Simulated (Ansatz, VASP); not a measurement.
# One calculation of WC, two programs

INCAR

```
SYSTEM = WC
PREC = Accurate ; ENCUT = 520
EDIFF = 1E-6 ; ISMEAR = 1
SIGMA = 0.2 ; LREAL = .FALSE.
LASPH = .TRUE. ; NELM = 100
ALGO = Normal ; ISIF = 2
LWAVE = .FALSE. ; LCHARG = .FALSE.
GGA = PS ; NBANDS = 16
```

KPOINTS

```
regular mesh
0
G
  18 18 16
  0 0 0
```

POSCAR

```
WC
1.0
    2.9005014360      0.0000000000      0.0000000000
   -1.4502507180      2.5119079273      0.0000000000
    0.0000000000      0.0000000000      2.8290000000
W C
1 1
Direct
    0.0000000000      0.0000000000      0.0000000000
    0.6210474113      0.3105237056      0.4657855585
```

Input for Ansatz:

```yaml
crystal:
  lattice:
    - [2.900501436, 0.0, 0.0]
    - [-1.450250718, 2.5119079273, 0.0]
    - [0.0, 0.0, 2.829]
  atoms:
    - { symbol: W, position: [0.0, 0.0, 0.0] }
    - { symbol: C, position: [0.6210474113, 0.3105237056, 0.4657855585] }
basis:
  ecutwfc: 420
kpoints:
  mp_grid: { grid: [18, 18, 16] }
hamiltonian:
  xc: pbesol
scf:
  occupations: { method: methfessel_paxton, width: 0.2 }
output:
  forces: true
  stress: true
  eigenvalues: true
```

Change from the starting cell: all C atoms moved +0.150 Å, as atom 2 towards its neighbour atom 1 (W) at 2.192 Å.

Alike in both runs: task single point; functional PBEsol; k mesh 18 × 18 × 16; occupations methfessel-paxton of order 1, width 0.2 eV; no spin polarisation.

|  | VASP | Ansatz |
| --- | --- | --- |
| version | VASP 6.6.1 | Ansatz 0.2.0 |
| potentials or method | VASP PAW PBE potentials, release 64 (W_sv, C), cutoff 520 eV | scalar-relativistic, plane waves, PAW |
| valence electrons in the cell | 18 | 18 |

Ansatz gave:

```
gap on the k mesh at the Fermi level (eV)                     : none
pressure (GPa)                                                : 3.6
traceless stress, the component that is largest in VASP (GPa) : 4.86
rms of the force components (eV/Å)                            : 1.444
```

Problem. Estimate VASP's values.

Solution. gap on the k mesh at the Fermi level (eV): none; pressure (GPa): 4.9; traceless stress, the component that is largest in VASP (GPa): 4.98; rms of the force components (eV/Å): 1.457.

VASP's potentials were made for PBE, not for PBEsol. Atom by atom the forces differ by 0.013 eV/Å (rms over components). A gap of «none» marks a metal or a gap that the smearing closes. The functional is the same, so the differences come from potentials, cutoffs and numerics.

Neither program's run includes spin-orbit coupling.
